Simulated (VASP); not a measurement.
# AlB2As3 (Cmmm) in VASP: notebook

Runs on AlB2As3. Level: PBE. Tasks: single point, relaxation of cell and atoms.

Everything below comes from runs of VASP 6.6.1. Logs are shortened: lines on timing, memory, paths and dates and some standing lists are left out, and cuts for length are marked.

**1. The cell of the first run**

Symmetry: Cmmm, No. 65, orthorhombic system. Conventional cell: a = 3.219 Å, b = 14.372 Å, c = 4.165 Å, α = 90.00°, β = 90.00°, γ = 90.00°. Within 3.5 Å of Al (site symmetry mmm) lie 8 As at 2.63 to 2.68 Å and 2 Al at 3.22 Å. Within 2.1 Å of B (site symmetry 2/m) lie 2 B at 1.61 Å. As (site symmetry mmm) has 4 Al at 2.63 Å and 6 As at 2.99 to 3.22 Å within 3.5 Å. Within 3.5 Å of As (site symmetry m2m) lie 4 B at 2.66 Å and 2 Al at 2.68 Å and 6 As at 2.99 to 3.31 Å.

**2. Single point, PBE**

INCAR

```
SYSTEM = AlB2As3
ALGO = Normal
EDIFF = 1E-6
ENCUT = 520
GGA = PE
ISIF = 2
ISMEAR = 0
LASPH = .True.
LCHARG = .False.
LREAL = .False.
LWAVE = .False.
NBANDS = 21
NELM = 60
PREC = Accurate
SIGMA = 0.1
```

KPOINTS

```
k-points
0
Gamma
  4 4 4
  0 0 0
```

POSCAR

```
AlB2As3
1.0
    1.6097210239     -7.1860771481      0.0000000000
    1.6097210239      7.1860771481      0.0000000000
    0.0000000000      0.0000000000      4.1650698019
Al B As
1 2 3
Direct
    0.0000000000      0.0000000000      0.0000000000
    0.5000000000      0.0000000000      0.5000000000
    0.0000000000      0.5000000000      0.5000000000
    0.5000000000      0.5000000000      0.5000000000
    0.6493879884      0.3506120116      0.0000000000
    0.3506120116      0.6493879884      0.0000000000
```

Potentials or basis: VASP PAW PBE potentials, release 64 (Al, B, As).

On the command line:

```bash
cat potpaw_PBE.64/Al/POTCAR potpaw_PBE.64/B/POTCAR potpaw_PBE.64/As/POTCAR > POTCAR
mpirun -np 1 vasp_std > vasp.out
```

OUTCAR:

```text
SYSTEM = AlB2As3
   EDIFF = 1E-6
   ENCUT = 520
   GGA = PE
   ISIF = 2
   ISMEAR = 0
   LASPH = .True.
   LREAL = .False.
   NELM = 60
   PREC = Accurate

 ion  position               nearest neighbor table
   1  0.000  0.000  0.000-   4 2.63   4 2.63   4 2.63   4 2.63   5 2.68   6 2.68   5 2.68   6 2.68

   2  0.500  0.000  0.500-   3 1.61   3 1.61
   3  0.000  0.500  0.500-   2 1.61   2 1.61
   4  0.500  0.500  0.500-   1 2.63   1 2.63   1 2.63   1 2.63
   5  0.649  0.351  0.000-   1 2.68   1 2.68
   6  0.351  0.649  0.000-   1 2.68   1 2.68

  LATTYP: Found a base centered orthorhombic cell.
 ALAT       =     3.2194420478
 B/A-ratio  =     4.4641754946
 C/A-ratio  =     1.2937241112

  Lattice vectors:

 A1 = (   1.6097210239,  -7.1860771481,   0.0000000000)
 A2 = (   1.6097210239,   7.1860771481,   0.0000000000)
 A3 = (   0.0000000000,   0.0000000000,   4.1650698019)

Analysis of symmetry for initial positions (statically):
=====================================================================
 Subroutine PRICEL returns:
 Original cell was already a primitive cell.

 Routine SETGRP: Setting up the symmetry group for a
 base centered orthorhombic supercell.

 Subroutine GETGRP returns: Found  8 space group operations
 (whereof  8 operations were pure point group operations)
 out of a pool of  8 trial point group operations.

The static configuration has the point symmetry D_2h.

Analysis of symmetry for dynamics (positions and initial velocities):
=====================================================================
 Subroutine PRICEL returns:
 Original cell was already a primitive cell.

 Routine SETGRP: Setting up the symmetry group for a
 base centered orthorhombic supercell.

 Subroutine GETGRP returns: Found  8 space group operations
 (whereof  8 operations were pure point group operations)
 out of a pool of  8 trial point group operations.

The dynamic configuration has the point symmetry D_2h.

 Subroutine INISYM returns: Found  8 space group operations
 (whereof  8 operations are pure point group operations),
 and found     1 'primitive' translations

----------------------------------------------------------------------------------------

                                     Primitive cell

  volume of cell :      96.3596

  direct lattice vectors                    reciprocal lattice vectors
     1.609721024 -7.186077148  0.000000000     0.310612828 -0.069578991  0.000000000
     1.609721024  7.186077148  0.000000000     0.310612828  0.069578991  0.000000000
     0.000000000  0.000000000  4.165069802     0.000000000  0.000000000  0.240092015

  length of vectors
     7.364163670  7.364163670  4.165069802     0.318310485  0.318310485  0.240092015

  position of ions in fractional coordinates (direct lattice)
     0.000000000  0.000000000  0.000000000
     0.500000000  0.000000000  0.500000000
     0.000000000  0.500000000  0.500000000
     0.500000000  0.500000000  0.500000000
     0.649387988  0.350612012  0.000000000
     0.350612012  0.649387988  0.000000000

  ion indices of the primitive-cell ions
   primitive index   ion index
                 1           1
                 2           2
                 3           3
                 4           4
                 5           5
                 6           6

----------------------------------------------------------------------------------------

 KPOINTS: k-points

Automatic generation of k-mesh.
 Grid dimensions read from file:
 generate k-points for:    4    4    4

 Generating k-lattice:

  Cartesian coordinates                     Fractional coordinates (reciprocal lattice)
     0.077653207 -0.017394748  0.000000000     0.250000000  0.000000000  0.000000000
     0.077653207  0.017394748  0.000000000     0.000000000  0.250000000  0.000000000
     0.000000000  0.000000000  0.060023004     0.000000000  0.000000000  0.250000000

  Length of vectors
     0.079577621  0.079577621  0.060023004

  Shift w.r.t. Gamma in fractional coordinates (k-lattice)
     0.000000000  0.000000000  0.000000000

 Subroutine IBZKPT returns following result:
 ===========================================

 Found     21 irreducible k-points:

 Following reciprocal coordinates:
            Coordinates               Weight
  0.000000  0.000000  0.000000      1.000000
  0.250000  0.000000  0.000000      4.000000
  0.500000  0.000000  0.000000      2.000000
  0.250000  0.250000  0.000000      2.000000
  0.500000  0.250000  0.000000      4.000000
 -0.250000  0.250000  0.000000      2.000000
[... 13 lines left out ...]
 -0.250000  0.250000  0.500000      2.000000
  0.500000  0.500000  0.500000      1.000000
   k-points           NKPTS =     21   k-points in BZ     NKDIM =     21   number of bands    NBANDS=     21
   number of dos      NEDOS =    301   number of ions     NIONS =      6
   total plane-waves  NPLWV = 100352
   dimension x,y,z NGX =    56 NGY =   56 NGZ =   32
   dimension x,y,z NGXF=   112 NGYF=  112 NGZF=   64
   ions per type =               1   2   3
   NGX,Y,Z   is equivalent  to a cutoff of  12.64, 12.64, 12.77 a.u.
   NGXF,Y,Z  is equivalent  to a cutoff of  25.28, 25.28, 25.55 a.u.
 SYSTEM =  AlB2As3
   PREC   = accura    normal or accurate (medium, high low for compatibility)
   ISTART =      0    job   : 0-new  1-cont  2-samecut
   ICHARG =      2    charge: 1-file 2-atom 10-const
   ISPIN  =      1    spin polarized calculation?
   LNONCOLLINEAR =      F non collinear calculations
   LSORBIT =      F    spin-orbit coupling
   LASPH  =      T    aspherical Exc in radial PAW
   ENCUT  =  520.0 eV  38.22 Ry    6.18 a.u.  13.69 13.69  7.74*2*pi/ulx,y,z
   NELM   =     60;   NELMIN=  2; NELMDL= -5     # of ELM steps
   EDIFF  = 0.1E-05   stopping-criterion for ELM
   LREAL  =      F    real-space projection
   EDIFFG = 0.1E-04   stopping-criterion for IOM
   NSW    =      0    number of steps for IOM
   IBRION =     -1    ionic relax: 0-MD 1-quasi-New 2-CG
   NFREE  =      0    steps in history (QN), initial steepest desc. (CG)
   ISIF   =      2    stress and relaxation
   ISYM   =      2    0-nonsym 1-usesym 2-fastsym
   POTIM  = 0.5000    time-step for ionic-motion
   TEBEG  =    0.0;   TEEND  =   0.0 temperature during run
   PSTRESS=    0.0 pullay stress
   NELECT =      24.0000    total number of electrons
   NUPDOWN=      -1.0000    fix difference up-down
   EMIN   =  10.00;   EMAX   =-10.00  energy-range for DOS
   EFERMI =   0.00;   METHOD = LEGACY
   ISMEAR =     0;   SIGMA  =   0.10  broadening in eV -4-tet -1-fermi 0-gaus
   EFERMI_NEDOS =   21; number of points for ismear=-14 and -15
   IALGO  =     38    algorithm
   IMIX   =      4    mixing-type and parameters
     AMIX     =   0.40;   BMIX     =  1.00
     AMIX_MAG =   1.60;   BMIX_MAG =  1.00
  volume/ion in A,a.u.               =      16.06       108.38
  Fermi-wavevector in a.u.,A,eV,Ry     =   1.030023  1.946462 14.435070  1.060948
  Thomas-Fermi vector in A             =   2.164100
   LORBIT       =      0    0 simple, 1 ext, 2 COOP (PROOUT), +10 PAW based schemes
   GGA     = PE    functional components
   LHFCALC =     F    Hartree Fock is set to
   AEXX    =    0.0000 exact exchange contribution
   IVDW    =     0    specifies the selected vdW correction
   LEPSILON=     F    determine dielectric tensor
   LRPA    =     F    only Hartree local field effects (RPA)
 non-spin polarized calculation
 Gauss-broadening in eV      SIGMA  =   0.10
  energy-cutoff  :      520.00
  volume of cell :       96.36
 maximum number of plane-waves:      2612
 NGX is ok and might be reduce to    56
   NGX = 27   NGY = 27   NGZ = 15

 number of electron      23.9999999 magnetization

 Free energy of the ion-electron system (eV)
  ---------------------------------------------------
  ext. energy  EPLUGINS =         0.00000000
  ---------------------------------------------------
  free energy    TOTEN  =       -28.49080027 eV

  energy without entropy =      -28.48700771  energy(sigma->0) =      -28.48890399

 E-fermi :   5.7805     XC(G=0): -10.3485

 val. band max:        5.7445973636   @ k =   0.5000   0.5000   0.2500
 cond. band min:       5.8526341743   @ k =  -0.2500   0.2500   0.2500
 fundamental gap:      0.1080368107
 Fermi energy:         5.7805496227

 k-point     1 :       0.0000    0.0000    0.0000
  band No.  band energies     occupation
      1      -8.4309      2.00000
      2      -6.0508      2.00000
      3      -5.8170      2.00000
      4      -1.8621      2.00000
      5       0.4971      2.00000
      6       1.6328      2.00000
[... 13 lines left out ...]
     20      12.6685      0.00000
     21      13.4511      0.00000

 k-point     2 :       0.2500    0.0000    0.0000
  band No.  band energies     occupation
      1      -7.6930      2.00000
      2      -5.8213      2.00000
      3      -4.7775      2.00000
      4      -1.4241      2.00000
      5      -0.0692      2.00000
      6       1.2123      2.00000
[... 13 lines left out ...]
     20      10.3604      0.00000
     21      10.7695      0.00000

 k-point     3 :       0.5000    0.0000    0.0000
  band No.  band energies     occupation
      1      -6.4384      2.00000
      2      -5.2018      2.00000
      3      -3.8448      2.00000
      4      -1.9097      2.00000
      5      -0.9250      2.00000
      6      -0.8640      2.00000
[... 13 lines left out ...]
     20       9.6822      0.00000
     21      10.4110      0.00000
[... 385 lines left out ...]
 k-point    20 :      -0.2500    0.2500    0.5000
  band No.  band energies     occupation
      1      -6.7653      2.00000
      2      -6.3160      2.00000
      3      -5.6501      2.00000
      4      -4.4287      2.00000
      5      -1.8097      2.00000
      6       0.2619      2.00000
[... 13 lines left out ...]
     20      11.6475      0.00000
     21      12.2843      0.00000

 k-point    21 :       0.5000    0.5000    0.5000
  band No.  band energies     occupation
      1      -6.4424      2.00000
      2      -6.2788      2.00000
      3      -6.1660      2.00000
      4      -4.5456      2.00000
      5      -0.7079      2.00000
      6       0.4883      2.00000
[... 13 lines left out ...]
     20      11.1514      0.00000
     21      12.4675      0.00000

------------------------ aborting loop because EDIFF is reached ----------------------------------------

  FORCE on cell =-STRESS in cart. coord.  units (eV):
  Direction    XX          YY          ZZ          XY          YZ          ZX
  --------------------------------------------------------------------------------------
  -------------------------------------------------------------------------------------
  Total        0.0415165      0.2728000      0.1029005      0.0000000      0.0000000      0.0000000
  in kB        0.6902974      4.5358659      1.7109343      0.0000000      0.0000000      0.0000000
  external PRESSURE =       2.3123659 kB  Pullay stress =       0.0000000 kB

 VOLUME and BASIS-vectors are now :
 -----------------------------------------------------------------------------
  energy-cutoff  :      520.00
  volume of cell :       96.36
      direct lattice vectors                 reciprocal lattice vectors
     1.609721024 -7.186077148  0.000000000     0.310612828 -0.069578991  0.000000000
     1.609721024  7.186077148  0.000000000     0.310612828  0.069578991  0.000000000
     0.000000000  0.000000000  4.165069802     0.000000000  0.000000000  0.240092015

 POSITION                                       TOTAL-FORCE (eV/Angst)
 -----------------------------------------------------------------------------------
      0.00000      0.00000      0.00000         0.000000      0.000000     -0.000000
      0.80486     -3.59304      2.08253        -0.000000      0.000000     -0.000000
      0.80486      3.59304      2.08253         0.000000      0.000000     -0.000000
      1.60972      0.00000      2.08253         0.000000      0.000000     -0.000000
      1.60972     -2.14703      0.00000         0.000000     -0.008520     -0.000000
      1.60972      2.14703      0.00000         0.000000      0.008520      0.000000
 -----------------------------------------------------------------------------------
    total drift:                               -0.000000      0.000000      0.000000

  FREE ENERGIE OF THE ION-ELECTRON SYSTEM (eV)
  ---------------------------------------------------
  free  energy   TOTEN  =       -28.4908002685 eV

  energy  without entropy=      -28.4870077121  energy(sigma->0) =      -28.48890399
```

Wall time 45 s (1 thread of Intel Xeon 6975P-C (Granite Rapids), shared host); peak memory 0.3 GiB.

What came out:

- Free energy: -28.4908 eV
- Pressure: 0.2 GPa
- Largest force: 0.009 eV/Å
- Band gap on the k mesh: zero (band 12 reaches 7.98 eV, above the bottom of band 13 at 4.56 eV)

Forces on the atoms (eV/Å):
```
Al   0.000  0.000  0.000
B    0.000  0.000  0.000
B    0.000  0.000  0.000
As   0.000  0.000  0.000
As   0.000 -0.009  0.000
As   0.000  0.009  0.000
```

Stress tensor (GPa, compression positive):
```
0.07 0.00 0.00
0.00 0.45 0.00
0.00 0.00 0.17
```

Caveat: the k points lie up to 0.50 Å⁻¹ apart.

[end of part 1 of 3]
